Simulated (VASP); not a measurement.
Runs of VASP 6.6.1 on La. The structure is cubic, space group Im-3m (No. 229). The conventional cell has a = 4.248 Å, b = 4.248 Å, c = 4.248 Å, α = 90.00°, β = 90.00°, γ = 90.00°. La (site symmetry m-3m) has 14 La at 3.68 to 4.25 Å within 4.8 Å. 

```tsv
smearing	gap on the mesh (eV)	pressure (GPa)
gaussian 0.25 eV	none	-3.7
gaussian 0.15 eV	none	(a)
gaussian 0.025 eV	none	-4.0
gaussian 0.05 eV	none	-4.0
gaussian 0.1 eV	none	-3.9
```

Alike in all rows: task single point; level LDA; potentials or basis VASP PAW LDA potentials, release 64 (La); no spin polarisation; cell as given; k mesh 9 × 9 × 9; cutoff (eV) 520.

Estimate the missing entries.

(a) -3.8.

Caveats: spin-orbit coupling is left out, which moves the levels of the heavy elements.

A k mesh can miss the band edges, and the runs leave out spin-orbit coupling on La.

A gap of «none» marks levels without a gap at the run's occupations.
